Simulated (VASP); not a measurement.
MgS: single point with LDA

Crystal: MgS.

```
S Mg
1.0
     0.00000    2.83312    2.83312
     2.83312    0.00000    2.83312
     2.83312    2.83312    0.00000
S Mg
1 1
Direct
  0.25000 0.25000 0.25000
  0.00000 0.00000 0.00000
```

```
Program                : VASP 6.6.1
Task                   : single point
Functional             : LDA
Potentials or basis    : VASP PAW LDA potentials, release 64 (S, Mg)
Cutoff                 : 520 eV
k mesh                 : 8 × 8 × 8
Occupations            : fermi-dirac, width 0.05 eV
Spin                   : no spin polarisation
Dipole correction      : no
Further INCAR settings : ALGO = Normal; EDIFF = 1e-07; NBANDS = 11
```

| Property | Result |
| --- | --- |
| Pressure | -2.5 GPa |
| Band gap on the k mesh | 3.18 eV, direct |

Levels at points of the mesh, in eV from the valence-band top:
| k point | band 2 | band 3 | band 4 | band 5 | band 6 | band 7 |
| --- | --- | --- | --- | --- | --- | --- |
| (0.00, 0.00, 0.00) | 0.00 | 0.00 | 0.00 | 3.18 | 7.76 | 7.76 |
| (0.50, 0.00, 0.00) | -3.20 | -0.33 | -0.33 | 4.86 | 7.46 | 7.46 |
| (0.50, 0.50, 0.00) | -2.88 | -1.06 | -1.06 | 3.66 | 5.43 | 10.86 |

Wall time 9.1 s on 1 thread of Intel(R) Xeon(R) Platinum 8488C (Sapphire Rapids), on a shared host, peak memory 0.15 GiB.

A k mesh can miss the band edges. LDA gaps usually lie below the measured ones, often by a third to a half.
